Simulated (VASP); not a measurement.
Cs, 2 atoms in the cell. The structure is hexagonal, space group P6_3/mmc (No. 194). The conventional cell has a = 5.491 Å, b = 5.491 Å, c = 9.133 Å, α = 90.00°, β = 90.00°, γ = 120.00°. This isn't the form of Cs at room conditions, which is bcc.

- Program: VASP 6.6.1
- Task: single point
- Functional: PBE
- Potentials or basis: VASP PAW PBE potentials, release 64 (Cs_sv)
- Cutoff: 520 eV
- k mesh: 6 × 6 × 3
- Occupations: fermi-dirac, width 0.05 eV
- Spin: no spin polarisation
- Dipole correction: no
- Further INCAR settings: ALGO = Normal; EDIFF = 1e-06; NBANDS = 16

Potentials or basis: VASP PAW PBE potentials, release 64 (Cs_sv).

Run with:

```console
$ cat potpaw_PBE.64/Cs_sv/POTCAR > POTCAR
$ mpirun -np 1 vasp_std > vasp.out
```

Hardware: 1 thread of Intel(R) Xeon(R) Platinum 8259CL CPU @ 2.50GHz (Skylake/Cascade Lake) (shared host).

Q: How long does it take, and how much memory?

A: Run time: 63 s on 1 thread of Intel(R) Xeon(R) Platinum 8259CL CPU @ 2.50GHz (Skylake/Cascade Lake), on a shared host, peak memory 0.35 GiB. Counts: scf iterations 10, k points 14.
